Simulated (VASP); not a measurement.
# As (Pm-3m) in VASP: notebook

The runs below take As through relaxation of cell and atoms, single point, with PBEsol+D3(BJ), PBEsol+D4, PBEsol.

Everything below comes from runs of VASP 6.6.1. Logs are shortened: lines on timing, memory, paths and dates and some standing lists are left out, and cuts for length are marked.

## 1. The cell of the first run

Symmetry: Pm-3m, No. 221, cubic system. Conventional cell: a = 2.704 Å, b = 2.704 Å, c = 2.704 Å, α = 90.00°, β = 90.00°, γ = 90.00°. As (site symmetry m-3m) has 6 As at 2.70 Å within 3.6 Å.

## 2. Relaxation of cell and atoms, PBEsol+D3(BJ)

Contents of INCAR:

```
SYSTEM = As
PREC = Accurate
ENCUT = 600
EDIFF = 1E-6
ISMEAR = -1
SIGMA = 0.05
LREAL = .FALSE.
LASPH = .TRUE.
NELM = 100
ALGO = Normal
ISIF = 3
LWAVE = .FALSE.
LCHARG = .FALSE.
GGA = PS
IVDW = 12
IBRION = 2
NSW = 60
EDIFFG = -0.01
```

Contents of KPOINTS:

```
Automatic mesh
0
G
  10 10 10
  0 0 0
```

Contents of POSCAR:

```
As
1.0
    2.7036817444      0.0000000000      0.0000000000
    0.0000000000      2.7036817444      0.0000000000
    0.0000000000      0.0000000000      2.7036817444
As
1
Direct
    0.5000000000      0.5000000000      0.5000000000
```

Potentials or basis: VASP PAW PBE potentials, release 64 (As).

On the command line:

```console
cat potpaw_PBE.64/As/POTCAR > POTCAR
mpirun -np 1 vasp_std > vasp.out
```

OUTCAR:

```text
SYSTEM = As
   PREC = Accurate
   ENCUT = 600
   EDIFF = 1E-6
   ISMEAR = -1
   LREAL = .FALSE.
   LASPH = .TRUE.
   NELM = 100
   ISIF = 3
   GGA = PS
   IVDW = 12
   IBRION = 2
   NSW = 60
   EDIFFG = -0.01
 IVDW          = 12

 ion  position               nearest neighbor table
   1  0.500  0.500  0.500-

  LATTYP: Found a simple cubic cell.
 ALAT       =     2.7036817444

  Lattice vectors:

 A1 = (   2.7036817444,   0.0000000000,   0.0000000000)
 A2 = (   0.0000000000,   2.7036817444,   0.0000000000)
 A3 = (   0.0000000000,   0.0000000000,   2.7036817444)

Analysis of symmetry for initial positions (statically):
=====================================================================
 Subroutine PRICEL returns:
 Original cell was already a primitive cell.

 Routine SETGRP: Setting up the symmetry group for a
 simple cubic supercell.

 Subroutine GETGRP returns: Found 48 space group operations
[... 9 lines left out ...]

 Routine SETGRP: Setting up the symmetry group for a
 simple cubic supercell.

 Subroutine GETGRP returns: Found 48 space group operations
[... 11 lines left out ...]
                                     Primitive cell

  volume of cell :      19.7636

  direct lattice vectors                    reciprocal lattice vectors
     2.703681744  0.000000000  0.000000000     0.369866018  0.000000000  0.000000000
     0.000000000  2.703681744  0.000000000     0.000000000  0.369866018  0.000000000
     0.000000000  0.000000000  2.703681744     0.000000000  0.000000000  0.369866018

  length of vectors
     2.703681744  2.703681744  2.703681744     0.369866018  0.369866018  0.369866018

  position of ions in fractional coordinates (direct lattice)
     0.500000000  0.500000000  0.500000000

  ion indices of the primitive-cell ions
   primitive index   ion index
                 1           1

----------------------------------------------------------------------------------------

 KPOINTS: Automatic mesh

Automatic generation of k-mesh.
 Grid dimensions read from file:
 generate k-points for:   10   10   10

 Generating k-lattice:

  Cartesian coordinates                     Fractional coordinates (reciprocal lattice)
     0.036986602  0.000000000  0.000000000     0.100000000  0.000000000  0.000000000
     0.000000000  0.036986602  0.000000000     0.000000000  0.100000000  0.000000000
     0.000000000  0.000000000  0.036986602     0.000000000  0.000000000  0.100000000

  Length of vectors
     0.036986602  0.036986602  0.036986602

  Shift w.r.t. Gamma in fractional coordinates (k-lattice)
     0.000000000  0.000000000  0.000000000

 Subroutine IBZKPT returns following result:
 ===========================================

 Found     56 irreducible k-points:

 Following reciprocal coordinates:
            Coordinates               Weight
  0.000000  0.000000  0.000000      1.000000
  0.100000  0.000000  0.000000      6.000000
  0.200000  0.000000  0.000000      6.000000
  0.300000  0.000000  0.000000      6.000000
  0.400000  0.000000  0.000000      6.000000
  0.500000  0.000000  0.000000      3.000000
[... 16 lines left out ...]
  0.200000  0.100000  0.100000     24.000000
  0.300000  0.100000  0.100000     24.000000
 [... further k-points ...]
   k-points           NKPTS =     56   k-points in BZ     NKDIM =     56   number of bands    NBANDS=      6
   number of dos      NEDOS =    301   number of ions     NIONS =      1
   total plane-waves  NPLWV =  13824
   dimension x,y,z NGX =    24 NGY =   24 NGZ =   24
   dimension x,y,z NGXF=    48 NGYF=   48 NGZF=   48
   ions per type =               1
   NGX,Y,Z   is equivalent  to a cutoff of  14.76, 14.76, 14.76 a.u.
   NGXF,Y,Z  is equivalent  to a cutoff of  29.51, 29.51, 29.51 a.u.
 SYSTEM =  As
   PREC   = accura    normal or accurate (medium, high low for compatibility)
   ISTART =      0    job   : 0-new  1-cont  2-samecut
   ICHARG =      2    charge: 1-file 2-atom 10-const
   ISPIN  =      1    spin polarized calculation?
   LNONCOLLINEAR =      F non collinear calculations
   LSORBIT =      F    spin-orbit coupling
   LASPH  =      T    aspherical Exc in radial PAW
   ENCUT  =  600.0 eV  44.10 Ry    6.64 a.u.   5.40  5.40  5.40*2*pi/ulx,y,z
   NELM   =    100;   NELMIN=  2; NELMDL= -5     # of ELM steps
   EDIFF  = 0.1E-05   stopping-criterion for ELM
   LREAL  =      F    real-space projection
   EDIFFG = -.1E-01   stopping-criterion for IOM
   NSW    =     60    number of steps for IOM
   IBRION =      2    ionic relax: 0-MD 1-quasi-New 2-CG
   NFREE  =      1    steps in history (QN), initial steepest desc. (CG)
   ISIF   =      3    stress and relaxation
   ISYM   =      2    0-nonsym 1-usesym 2-fastsym
   POTIM  = 0.5000    time-step for ionic-motion
   TEBEG  =    0.0;   TEEND  =   0.0 temperature during run
   PSTRESS=    0.0 pullay stress
   NELECT =       5.0000    total number of electrons
   NUPDOWN=      -1.0000    fix difference up-down
   EMIN   =  10.00;   EMAX   =-10.00  energy-range for DOS
[... 5 lines left out ...]
     AMIX     =   0.40;   BMIX     =  1.00
     AMIX_MAG =   1.60;   BMIX_MAG =  1.00
  volume/ion in A,a.u.               =      19.76       133.37
  Fermi-wavevector in a.u.,A,eV,Ry     =   1.035403  1.956627 14.586243  1.072059
  Thomas-Fermi vector in A             =   2.169744
   LORBIT       =      0    0 simple, 1 ext, 2 COOP (PROOUT), +10 PAW based schemes
   GGA     = PS    functional components
   LHFCALC =     F    Hartree Fock is set to
   AEXX    =    0.0000 exact exchange contribution
   IVDW    =    12    specifies the selected vdW correction
   LEPSILON=     F    determine dielectric tensor
   LRPA    =     F    only Hartree local field effects (RPA)
 conjugate gradient relaxation of ions
 non-spin polarized calculation
  energy-cutoff  :      600.00
  volume of cell :       19.76
 maximum number of plane-waves:       691
 NGX is ok and might be reduce to    24
   NGX = 11   NGY = 11   NGZ = 11

--------------------------------------- Ionic step        1  -------------------------------------------

 number of electron       5.0000001 magnetization

 Free energy of the ion-electron system (eV)
  ---------------------------------------------------
  ext. energy  EPLUGINS =         0.00000000
  ---------------------------------------------------
  free energy    TOTEN  =        -5.04729167 eV

  energy without entropy =       -5.04473970  energy(sigma->0) =       -5.04601568

------------------------ aborting loop because EDIFF is reached ----------------------------------------

 Edisp (eV)   -0.39991

 E8    (eV) :    -0.2567
[... 69 lines left out ...]
--------------------------------------- Ionic step        3  -------------------------------------------

 number of electron       4.9999999 magnetization

 Free energy of the ion-electron system (eV)
  ---------------------------------------------------
  ext. energy  EPLUGINS =         0.00000000
  ---------------------------------------------------
  free energy    TOTEN  =        -5.04061464 eV

  energy without entropy =       -5.03803659  energy(sigma->0) =       -5.03932562

 E-fermi :   6.3705     XC(G=0): -10.7744

 val. band max:        6.2624216465   @ k =   0.5000   0.3000   0.3000
 cond. band min:       6.3937840016   @ k =   0.2000   0.2000   0.0000
 fundamental gap:      0.1313623551
 Fermi energy:         6.3705441799

 k-point     1 :       0.0000    0.0000    0.0000
  band No.  band energies     occupation
      1      -9.0580      2.00000
      2      10.7565      0.00000
      3      10.7565      0.00000
      4      10.7565      0.00000
      5      14.9612      0.00000
      6      14.9612      0.00000
[... 199 lines left out ...]
 k-point    24 :       0.3000    0.1000    0.1000
  band No.  band energies     occupation
      1      -6.9962      2.00000
      2       2.7710      2.00000
      3       9.9875      0.00000
      4      10.5536      0.00000
      5      19.2149      0.00000
      6      19.2432      0.00000

 [... further k-points ...]

------------------------ aborting loop because EDIFF is reached ----------------------------------------

 Edisp (eV)   -0.42133

 E8    (eV) :    -0.2705
[... 24 lines left out ...]
  FREE ENERGIE OF THE ION-ELECTRON SYSTEM (eV)
  ---------------------------------------------------
  free  energy   TOTEN  =        -5.4619457620 eV

  energy  without entropy=       -5.4593677098  energy(sigma->0) =       -5.46065674

 reached required accuracy - stopping structural energy minimisation
```

OSZICAR:

```text
N       E                     dE             d eps       ncg     rms          rms(c)
DAV:   1     0.116661383044E+02    0.11666E+02   -0.23484E+03   678   0.705E+02
DAV:   2    -0.478865679542E+01   -0.16455E+02   -0.15883E+02   942   0.846E+01
DAV:   3    -0.504871320311E+01   -0.26006E+00   -0.24494E+00   780   0.142E+01
[... 17 lines left out ...]
DAV:   2    -0.504269357821E+01    0.45407E-02   -0.33981E-03   732   0.502E-01    0.226E-01
DAV:   3    -0.504061575525E+01    0.20778E-02   -0.46744E-03   690   0.419E-01    0.512E-02
DAV:   4    -0.504061602366E+01   -0.26841E-06   -0.12362E-05   738   0.445E-02    0.454E-02
DAV:   5    -0.504061459790E+01    0.14258E-05   -0.27386E-06   708   0.158E-02    0.319E-03
DAV:   6    -0.504061464217E+01   -0.44267E-07   -0.12878E-07   342   0.276E-03
   3 F= -.54619458E+01 E0= -.54606567E+01  d E =-.147437E-01
```

CONTCAR:

```text
As
   1.00000000000000
     2.6580748827146286   -0.0000000000000000   -0.0000000000000000
    -0.0000000000000000    2.6580748827146286    0.0000000000000000
     0.0000000000000000   -0.0000000000000000    2.6580748827146286
  As
     1
Direct
     0.5000000000000000    0.5000000000000000    0.5000000000000000

  0.00000000E+00  0.00000000E+00  0.00000000E+00
```

It took 11 s on 1 thread of Intel Xeon Platinum 8488C (Sapphire Rapids), shared host; peak memory 0.15 GiB.

What came out:

```
Free energy                            : -5.4619 eV
Relaxed volume                         : 18.78 Å³/atom
Relaxed cell                           : a = 2.658 Å, b = 2.658 Å, c = 2.658 Å, α = 90.00°, β = 90.00°, γ = 90.00°
Space group after relaxing (to 0.05 Å) : Pm-3m (No. 221)
Energy gained by relaxing              : 14.7 meV/atom
Ionic steps                            : 3
Pressure after relaxing                : 0.0 GPa
Dispersion energy per atom             : -0.421 eV
```

The path:
```tsv
step	energy change (eV)	largest force (eV/Å)	pressure (GPa)	volume (Å³)
1	0.0000	0.0000	-4.57	19.76
2	-0.0087	0.0000	3.44	18.20
3	-0.0147	0.0000	-0.01	18.78
```

Final structure:
```cif
data_structure
_symmetry_space_group_name_H-M 'P 1'
_symmetry_Int_Tables_number 1
_cell_length_a 2.6581
_cell_length_b 2.6581
_cell_length_c 2.6581
_cell_angle_alpha 90.000
_cell_angle_beta 90.000
_cell_angle_gamma 90.000
_cell_volume 18.78
loop_
_atom_site_label
_atom_site_type_symbol
_atom_site_fract_x
_atom_site_fract_y
_atom_site_fract_z
_atom_site_occupancy
As1 As 0.50000 0.50000 0.50000 1
```

Caveat: the PAW data sets were made with another functional, which shifts forces and pressure a little; pairwise dispersion overbinds metals, which lowers pressure and volume.

## 3. Relaxation of cell and atoms, PBEsol+D4

Contents of INCAR:

```
  PREC = Accurate
  ENCUT = 600
  EDIFF = 1E-7
  ISMEAR = -1
  SIGMA = 0.05
  LREAL = False
  LASPH = True
  NELM = 60
  ALGO = Normal
  ISIF = 3
  LWAVE = False
  LCHARG = False
  GGA = PS
  IVDW = 13
  IBRION = 2
  NSW = 60
  EDIFFG = -0.01
```

Contents of KPOINTS:

```
regular mesh
0
Gamma
  10 10 10
```

POSCAR is that of step 2.

Potentials or basis: VASP PAW PBE potentials, release 64 (As).

On the command line:

```console
cat potpaw_PBE.64/As/POTCAR > POTCAR
mpirun -np 1 vasp_std > vasp.out
```

It took 9.8 s on 1 thread of Intel Xeon Platinum 8488C (Sapphire Rapids), shared host; peak memory 0.14 GiB.

The run converged. Its results:

- Free energy: -5.3332 eV
- Relaxed volume: 19.03 Å³/atom
- Relaxed cell: a = 2.670 Å, b = 2.670 Å, c = 2.670 Å, α = 90.00°, β = 90.00°, γ = 90.00°
- Space group after relaxing (to 0.05 Å): Pm-3m (No. 221)
- Energy gained by relaxing: 8.1 meV/atom
- Ionic steps: 3
- Pressure after relaxing: 0.0 GPa
- Dispersion energy per atom: -0.288 eV

The path:
```tsv
step	energy change (eV)	largest force (eV/Å)	pressure (GPa)	volume (Å³)
1	0.0000	0.0000	-3.39	19.76
2	-0.0049	0.0000	2.39	18.59
3	-0.0081	0.0000	0.00	19.03
```

Final structure:
```
CELL_PARAMETERS angstrom
2.66975 0.00000 0.00000
0.00000 2.66975 0.00000
0.00000 0.00000 2.66975
ATOMIC_POSITIONS crystal
As 0.50000 0.50000 0.50000
```

Levels at points of the mesh, in eV from the Fermi level:
| k point | band 1 | band 2 | band 3 | band 4 | band 5 | band 6 |
| --- | --- | --- | --- | --- | --- | --- |
| (0.00, 0.00, 0.00) | -15.30 | 4.34 | 4.34 | 4.34 | 8.58 | 8.58 |
| (0.50, 0.00, 0.00) | -11.97 | -7.24 | 6.78 | 6.78 | 11.38 | 14.27 |
| (0.50, 0.50, 0.00) | -8.48 | -4.42 | -4.42 | 2.28 | 9.10 | 16.98 |
| (0.50, 0.50, 0.50) | -4.60 | -1.85 | -1.85 | -1.85 | 5.87 | 5.87 |

Caveat: the PAW data sets were made with another functional, which shifts forces and pressure a little; pairwise dispersion overbinds metals, which lowers pressure and volume.

## 4. Single point, PBEsol (volume scaled by 0.98)

Contents of INCAR:

```
SYSTEM = As
ALGO = Normal
EDIFF = 1E-6
ENCUT = 520
GGA = PS
ISIF = 2
ISMEAR = -1
LASPH = .True.
LCHARG = .False.
LREAL = .False.
LWAVE = .False.
NBANDS = 8
NELM = 60
PREC = Accurate
SIGMA = 0.05
```

Contents of KPOINTS:

```
k-points
0
Gamma
  10 10 10
  0 0 0
```

Contents of POSCAR:

```
As
1.0
    2.6855356826      0.0000000000      0.0000000000
    0.0000000000      2.6855356826      0.0000000000
    0.0000000000      0.0000000000      2.6855356826
As
1
Direct
    0.5000000000      0.5000000000      0.5000000000
```

On the command line:

```console
cat potpaw_PBE.64/As/POTCAR > POTCAR
mpirun -np 1 vasp_std > vasp.out
```

It took 4.9 s on 1 thread of Intel Xeon Platinum 8488C (Sapphire Rapids), shared host; peak memory 0.12 GiB.

Results (log left out):

```
Free energy : -5.0482 eV
Pressure    : 0.6 GPa
```

Levels at points of the mesh, in eV from the Fermi level:
```csv
k point,band 1,band 2,band 3,band 4,band 5
"(0.00, 0.00, 0.00)",-15.13,4.27,4.27,4.27,8.57
"(0.50, 0.00, 0.00)",-11.88,-7.09,6.65,6.65,11.33
"(0.50, 0.50, 0.00)",-8.49,-4.33,-4.33,2.37,8.90
"(0.50, 0.50, 0.50)",-4.73,-1.81,-1.81,-1.81,5.90
```

Caveat: the cell differs from its parent crystal (volume scaled by 0.98); the PAW data sets were made with another functional, which shifts forces and pressure a little.

## 5. The runs side by side

| task | level | cell | cutoff (eV) | gap on the mesh (eV) | pressure (GPa) | relaxed volume (Å³/atom) |
| --- | --- | --- | --- | --- | --- | --- |
| relaxation of cell and atoms | PBEsol+D3(BJ) | relaxed from a = 2.704 Å, 1 atom | 600 | none | 0.0 | 18.78 |
| relaxation of cell and atoms | PBEsol+D4 | relaxed from a = 2.704 Å, 1 atom | 600 | none | 0.0 | 19.03 |
| single point | PBEsol | a = 2.686 Å, 1 atom | 520 | none | 0.6 | - |

Alike in all rows: potentials or basis VASP PAW PBE potentials, release 64 (As); no spin polarisation; k mesh 10 × 10 × 10; smearing fermi-dirac 0.05 eV.

Caveats: the PAW data sets were made with another functional, which shifts forces and pressure a little; pairwise dispersion overbinds metals, which lowers pressure and volume (some runs).

Total energies depend on the potentials used, so only differences within one code and one set of settings carry meaning.
